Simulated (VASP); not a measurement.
# MgO (Imm2) in VASP: single point with PBEsol

Aim: the single point of MgO with PBEsol.

All numbers are computed with VASP 6.6.1; they aren't measurements. Logs are shortened: lines on timing, memory, paths and dates and some standing lists are left out, and cuts for length are marked.

## (1) The cell of the first run

It takes space group Imm2 (No. 44, orthorhombic). Conventional cell: a = 2.980 Å, b = 4.214 Å, c = 2.980 Å, α = 90.00°, β = 90.00°, γ = 90.00°. Within 2.5 Å of Mg (site symmetry mm2) lie 6 O at 1.92 to 2.32 Å. O (site symmetry mm2) has 6 Mg at 1.92 to 2.32 Å within 2.5 Å.

## (2) Single point, PBEsol (atom 2 (O) moved by (-0.200, -0.200) A along x and y)

INCAR

```
SYSTEM = MgO
PREC = Accurate ; ENCUT = 520
EDIFF = 1E-7 ; ISMEAR = 0
SIGMA = 0.05 ; LREAL = .FALSE.
LASPH = .TRUE. ; NELM = 100
ALGO = Normal ; ISIF = 2
LWAVE = .FALSE. ; LCHARG = .FALSE.
GGA = PS ; NBANDS = 11
```

KPOINTS

```
regular mesh
0
G
  10 10 10
  0 0 0
```

POSCAR

```
MgO
1.0
    0.0000000000      2.1071057205      2.1071057205
    2.1071057205      0.0000000000      2.1071057205
    2.1071057205      2.1071057205      0.0000000000
Mg O
1 1
Direct
    0.0000000000      0.0000000000      0.0000000000
    0.5000000000      0.5000000000      0.4050830729
```

Potentials or basis: VASP PAW PBE potentials, release 64 (Mg, O).

Launch:

```bash
$ cat potpaw_PBE.64/Mg/POTCAR potpaw_PBE.64/O/POTCAR > POTCAR
$ mpirun -np 1 vasp_std > vasp.out
```

OUTCAR:

```text
SYSTEM = MgO
   PREC = Accurate
   ENCUT = 520
   EDIFF = 1E-7
   ISMEAR = 0
   LREAL = .FALSE.
   LASPH = .TRUE.
   NELM = 100
   ISIF = 2
   GGA = PS

 ion  position               nearest neighbor table
   1  0.000  0.000  0.000-   2 1.92   2 1.92   2 2.13   2 2.13   2 2.32   2 2.32
   2  0.500  0.500  0.405-   1 1.92   1 1.92   1 2.13   1 2.13   1 2.32   1 2.32

  LATTYP: Found a face centered cubic cell.
 ALAT       =     4.2142114410

  Lattice vectors:

 A1 = (   0.0000000000,   2.1071057205,   2.1071057205)
 A2 = (   2.1071057205,   0.0000000000,   2.1071057205)
 A3 = (   2.1071057205,   2.1071057205,   0.0000000000)

Analysis of symmetry for initial positions (statically):
=====================================================================
 Subroutine PRICEL returns:
 Original cell was already a primitive cell.

 Routine SETGRP: Setting up the symmetry group for a
 face centered cubic supercell.

 Subroutine GETGRP returns: Found  4 space group operations
 (whereof  4 operations were pure point group operations)
 out of a pool of 48 trial point group operations.

The static configuration has the point symmetry C_2v.

Analysis of symmetry for dynamics (positions and initial velocities):
=====================================================================
 Subroutine PRICEL returns:
 Original cell was already a primitive cell.

 Routine SETGRP: Setting up the symmetry group for a
 face centered cubic supercell.

 Subroutine GETGRP returns: Found  4 space group operations
 (whereof  4 operations were pure point group operations)
 out of a pool of 48 trial point group operations.

The dynamic configuration has the point symmetry C_2v.

 Subroutine INISYM returns: Found  4 space group operations
 (whereof  4 operations are pure point group operations),
 and found     1 'primitive' translations

----------------------------------------------------------------------------------------

                                     Primitive cell

  volume of cell :      18.7107

  direct lattice vectors                    reciprocal lattice vectors
     0.000000000  2.107105720  2.107105720    -0.237292318  0.237292318  0.237292318
     2.107105720  0.000000000  2.107105720     0.237292318 -0.237292318  0.237292318
     2.107105720  2.107105720  0.000000000     0.237292318  0.237292318 -0.237292318

  length of vectors
     2.979897487  2.979897487  2.979897487     0.411002350  0.411002350  0.411002350

  position of ions in fractional coordinates (direct lattice)
     0.000000000  0.000000000  0.000000000
     0.500000000  0.500000000  0.405083073

[... 81 lines left out ...]
   NFREE  =      0    steps in history (QN), initial steepest desc. (CG)
   ISIF   =      2    stress and relaxation
   ISYM   =      2    0-nonsym 1-usesym 2-fastsym
   POTIM  = 0.5000    time-step for ionic-motion
   TEBEG  =    0.0;   TEEND  =   0.0 temperature during run
   PSTRESS=    0.0 pullay stress
   NELECT =       8.0000    total number of electrons
   NUPDOWN=      -1.0000    fix difference up-down
   EMIN   =  10.00;   EMAX   =-10.00  energy-range for DOS
   EFERMI =   0.00;   METHOD = LEGACY
   ISMEAR =     0;   SIGMA  =   0.05  broadening in eV -4-tet -1-fermi 0-gaus
   EFERMI_NEDOS =   21; number of points for ismear=-14 and -15
   IALGO  =     38    algorithm
   IMIX   =      4    mixing-type and parameters
     AMIX     =   0.40;   BMIX     =  1.00
     AMIX_MAG =   1.60;   BMIX_MAG =  1.00
  volume/ion in A,a.u.               =       9.36        63.13
  Fermi-wavevector in a.u.,A,eV,Ry     =   1.233318  2.330634 20.695468  1.521074
  Thomas-Fermi vector in A             =   2.368053
   LORBIT       =      0    0 simple, 1 ext, 2 COOP (PROOUT), +10 PAW based schemes
   GGA     = PS    functional components
   LHFCALC =     F    Hartree Fock is set to
   AEXX    =    0.0000 exact exchange contribution
   IVDW    =     0    specifies the selected vdW correction
   LEPSILON=     F    determine dielectric tensor
   LRPA    =     F    only Hartree local field effects (RPA)
 non-spin polarized calculation
 Gauss-broadening in eV      SIGMA  =   0.05
  energy-cutoff  :      520.00
  volume of cell :       18.71
 maximum number of plane-waves:       531
 NGX is ok and might be reduce to    24
   NGX = 11   NGY = 11   NGZ = 11

 number of electron       8.0000000 magnetization

 Free energy of the ion-electron system (eV)
  ---------------------------------------------------
  ext. energy  EPLUGINS =         0.00000000
  ---------------------------------------------------
  free energy    TOTEN  =       -12.28437307 eV

  energy without entropy =      -12.28437307  energy(sigma->0) =      -12.28437307

 E-fermi :   3.3214     XC(G=0): -11.2733

 val. band max:        2.9919146161   @ k =   0.0000   0.0000   0.0000
 cond. band min:       7.5783519917   @ k =   0.0000   0.0000   0.0000
 fundamental gap:      4.5864373756
 Fermi energy:         3.3214350716

 k-point     1 :       0.0000    0.0000    0.0000
  band No.  band energies     occupation
      1     -14.1779      2.00000
      2       2.8702      2.00000
      3       2.9869      2.00000
      4       2.9919      2.00000
      5       7.5784      0.00000
      6      18.6525      0.00000
      7      19.0033      0.00000
      8      19.1414      0.00000
      9      22.3269      0.00000
     10      24.5018      0.00000
     11      24.5839      0.00000
[... 309 lines left out ...]
 k-point    24 :       0.1000    0.0000    0.4000
  band No.  band energies     occupation
      1     -13.0878      2.00000
      2      -0.9152      2.00000
      3       2.1250      2.00000
      4       2.3354      2.00000
      5      11.1245      0.00000
      6      14.9424      0.00000
      7      18.3412      0.00000
      8      19.9281      0.00000
      9      23.0841      0.00000
     10      25.2269      0.00000
     11      25.9868      0.00000

 [... further k-points ...]
[... 5 lines left out ...]
  --------------------------------------------------------------------------------------
  -------------------------------------------------------------------------------------
  Total        1.4021008      1.4021008     -0.2573159     -0.3592226      0.0000000      0.0000000
  in kB      120.0606971    120.0606971    -22.0337423    -30.7599259      0.0000000      0.0000000
  external PRESSURE =      72.6958839 kB  Pullay stress =       0.0000000 kB

 VOLUME and BASIS-vectors are now :
 -----------------------------------------------------------------------------
  energy-cutoff  :      520.00
  volume of cell :       18.71
      direct lattice vectors                 reciprocal lattice vectors
     0.000000000  2.107105720  2.107105720    -0.237292318  0.237292318  0.237292318
     2.107105720  0.000000000  2.107105720     0.237292318 -0.237292318  0.237292318
     2.107105720  2.107105720  0.000000000     0.237292318  0.237292318 -0.237292318

 POSITION                                       TOTAL-FORCE (eV/Angst)
 -----------------------------------------------------------------------------------
      0.00000      0.00000      0.00000        -1.201137     -1.201137      0.000000
      1.90711      1.90711      2.10711         1.201137      1.201137     -0.000000
 -----------------------------------------------------------------------------------
    total drift:                               -0.000206     -0.000206      0.000000

  FREE ENERGIE OF THE ION-ELECTRON SYSTEM (eV)
  ---------------------------------------------------
  free  energy   TOTEN  =       -12.2843730659 eV

  energy  without entropy=      -12.2843730659  energy(sigma->0) =      -12.28437307
```

OSZICAR:

```text
N       E                     dE             d eps       ncg     rms          rms(c)
DAV:   1     0.121957508440E+02    0.12196E+02   -0.45979E+03  4306   0.647E+02
DAV:   2    -0.132697287868E+02   -0.25465E+02   -0.25055E+02  4305   0.134E+02
DAV:   3    -0.137970043302E+02   -0.52728E+00   -0.52695E+00  4552   0.166E+01
DAV:   4    -0.137982958545E+02   -0.12915E-02   -0.12915E-02  4128   0.939E-01
DAV:   5    -0.137983001451E+02   -0.42906E-05   -0.42906E-05  4464   0.525E-02    0.696E+00
DAV:   6    -0.123246376587E+02    0.14737E+01   -0.82757E+00  4065   0.157E+01    0.223E+00
DAV:   7    -0.122993136597E+02    0.25324E-01   -0.52818E-02  4203   0.209E+00    0.133E+00
DAV:   8    -0.122848521832E+02    0.14461E-01   -0.26674E-02  3969   0.183E+00    0.233E-01
DAV:   9    -0.122843538820E+02    0.49830E-03   -0.17117E-03  4404   0.298E-01    0.803E-02
DAV:  10    -0.122843736914E+02   -0.19809E-04   -0.12585E-04  4197   0.944E-02    0.180E-02
DAV:  11    -0.122843730009E+02    0.69053E-06   -0.12469E-05  4386   0.268E-02    0.137E-02
DAV:  12    -0.122843728934E+02    0.10747E-06   -0.57096E-06  4260   0.183E-02    0.952E-04
DAV:  13    -0.122843730421E+02   -0.14870E-06   -0.13891E-07  2295   0.231E-03    0.550E-04
DAV:  14    -0.122843730659E+02   -0.23733E-07   -0.35101E-09  2040   0.486E-04
   1 F= -.12284373E+02 E0= -.12284373E+02  d E =-.497983E-23
```

stdout:

```text
POSCAR found type information on POSCAR MgO
 POSCAR found :  2 types and       2 ions
 scaLAPACK will be used
 -----------------------------------------------------------------------------
|                                                                             |
|                                                                             |
|     You enforced a specific xc type in the INCAR file but a different       |
|     I HOPE YOU KNOW WHAT YOU ARE DOING!                                     |
|                                                                             |
 -----------------------------------------------------------------------------

 LDA part: xc-table for (Slater+PW92), standard interpolation
 POSCAR, INCAR and KPOINTS ok, starting setup
 FFT: planning ... GRIDC
 FFT: planning ... GRID_SOFT
 FFT: planning ... GRID
 WAVECAR not read
 entering main loop
```

Wall time 40 s (1 thread of Intel Xeon 8259CL, shared host); peak memory 0.16 GiB.

Results:

```
Free energy            : -12.2844 eV
Pressure               : 7.3 GPa
Largest force          : 1.699 eV/Å
Band gap on the k mesh : 4.59 eV, direct
```

Forces on the atoms (eV/Å):
```
Mg  -1.201 -1.201  0.000
O    1.201  1.201  0.000
```

Caveat: the cell differs from its parent crystal (atom 2 (O) moved by (-0.200, -0.200) A along x and y); the PAW data sets were made with another functional, which shifts forces and pressure a little.
